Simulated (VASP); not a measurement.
MnF2, 6 atoms in the cell. It takes space group P4_2/mnm (No. 136, tetragonal). Conventional cell: a = 4.873 Å, b = 4.873 Å, c = 3.310 Å, α = 90.00°, β = 90.00°, γ = 90.00°. Within 2.8 Å of Mn (site symmetry mmm) lie 6 F at 2.10 to 2.13 Å. F (site symmetry m2m) has 3 Mn at 2.10 to 2.13 Å and 1 F at 2.69 Å within 2.8 Å. 

- Program: VASP 6.6.1
- Task: single point
- Functional: PBEsol
- Potentials or basis: VASP PAW PBE potentials, release 64 (Mn_pv, F)
- Cutoff: 520 eV
- k mesh: 5 × 5 × 7
- Occupations: gaussian, width 0.05 eV
- Spin: collinear spin, antiferromagnetic start
- Starting moments: [4.63, -4.63, -0.02, 0.02, -0.02, 0.02] μB
- Hubbard terms: Mn d U = 4.0 eV
- Dipole correction: no
- Further INCAR settings: ALGO = Normal; EDIFF = 1e-06; NBANDS = 40

Potentials or basis: VASP PAW PBE potentials, release 64 (Mn_pv, F).

Run with:

```console
$ cat potpaw_PBE.64/Mn_pv/POTCAR potpaw_PBE.64/F/POTCAR > POTCAR
$ mpirun -np 1 vasp_std > vasp.out
```

Hardware: 1 thread of Oxide Virtual Turin-like Processor, with other jobs on the host.

**Question.** How long does it take, and how much memory?

**Answer.** Wall time 2.6 min on 1 thread of Oxide Virtual Turin-like Processor, on a shared host, peak memory 0.23 GiB. Counts: scf iterations 16, k points 24.
